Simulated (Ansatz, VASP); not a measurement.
# One calculation of Ir, two programs

The input INCAR:

```
SYSTEM = Ir
PREC = Accurate ; ENCUT = 520
EDIFF = 1E-6 ; ISMEAR = 0
SIGMA = 0.15 ; LREAL = .False.
LASPH = .True. ; NELM = 100
ALGO = Normal ; ISIF = 2
LWAVE = .False. ; LCHARG = .False.
GGA = PE ; NBANDS = 10
```

KPOINTS

```
regular mesh
0
Gamma
  22 22 22
  0 0 0
```

Contents of POSCAR:

```
Ir
1.0
    0.0000000000      1.8797771566      2.0837329781
    1.8797771566      0.0000000000      2.0837329781
    1.8797771566      1.8797771566      0.0000000000
Ir
1
Direct
    0.0000000000      0.0000000000      0.0000000000
```

Input for Ansatz:

```yaml
crystal:
  lattice:
    - [0.0, 1.8797771566, 2.0837329781]
    - [1.8797771566, 0.0, 2.0837329781]
    - [1.8797771566, 1.8797771566, 0.0]
  atoms:
    - { symbol: Ir, position: [0.0, 0.0, 0.0] }
basis:
  ecutwfc: 420
kpoints:
  mp_grid: { grid: [22, 22, 22] }
hamiltonian:
  xc: pbe
  pseudopotentials: { kind: paw, azcp: { folder: soft_1 } }
scf:
  occupations: { method: gaussian, width: 0.15 }
output:
  forces: true
  stress: true
  eigenvalues: true
```

Alike in both runs: task single point; functional PBE; k mesh 22 × 22 × 22; occupations gaussian, width 0.15 eV; no spin polarisation.

|  | VASP | Ansatz |
| --- | --- | --- |
| version | VASP 6.6.1 | Ansatz 0.2.0 |
| potentials or method | VASP PAW PBE potentials, release 64 (Ir), cutoff 520 eV | scalar-relativistic, plane waves, PAW |
| valence electrons in the cell | 9 | 17 |

Ansatz gave:

```
gap on the k mesh at the Fermi level (eV)                     : none
pressure (GPa)                                                : -2.7
traceless stress, the component that is largest in VASP (GPa) : -23.26
```

Which values does VASP return?

gap on the k mesh at the Fermi level (eV): none; pressure (GPa): -2.2; traceless stress, the component that is largest in VASP (GPa): -23.12.

A gap of «none» marks a metal or a gap that the smearing closes. The functional is the same, so the differences come from potentials, cutoffs and numerics. VASP's potentials hold 9 valence electrons a cell and Ansatz's 17, so a difference there can come from the potentials and not from the codes.

Neither program's run includes spin-orbit coupling.
